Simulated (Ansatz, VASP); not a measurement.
One calculation of AlO2, two programs

```
Al O
1.0
     1.48816   -5.40283    0.00000
     1.48816    5.40283    0.00000
     0.00000    0.00000    3.64661
Al O
2 4
Direct
  0.33187 0.66813 0.25000
  0.66813 0.33187 0.75000
  0.70582 0.29418 0.25000
  0.29418 0.70582 0.75000
  0.93893 0.06107 0.25000
  0.06107 0.93893 0.75000
```

Alike in both runs: task single point; functional PBE; k mesh 12 × 12 × 10; occupations gaussian, width 0.1 eV; collinear spin.

|  | VASP | Ansatz |
| --- | --- | --- |
| version | VASP 6.6.1 | Ansatz 0.2.0 |
| potentials or method | VASP PAW PBE potentials, release 64 (Al, O), cutoff 600 eV | scalar-relativistic, plane waves, PAW |
| valence electrons in the cell | 30 | 30 |

Ansatz gave:

- gap on the k mesh at the Fermi level (eV): none
- pressure (GPa): -0.2
- traceless stress, the component that is largest in VASP (GPa): -1.27
- rms of the force components (eV/Å): 0.303
- net moment per atom (μB): 0.00
- size of the moment on the site where the two differ most (μB): 0.22

Q: Which values does VASP return?

A: gap on the k mesh at the Fermi level (eV): none; pressure (GPa): -0.5; traceless stress, the component that is largest in VASP (GPa): -1.14; rms of the force components (eV/Å): 0.303; net moment per atom (μB): 0.00; size of the moment on the site where the two differ most (μB): 0.22.

Site moments also hang on the region over which each program counts them. Atom by atom the forces differ by 0.002 eV/Å (rms over components). A gap of «none» marks a metal or a gap that the smearing closes.
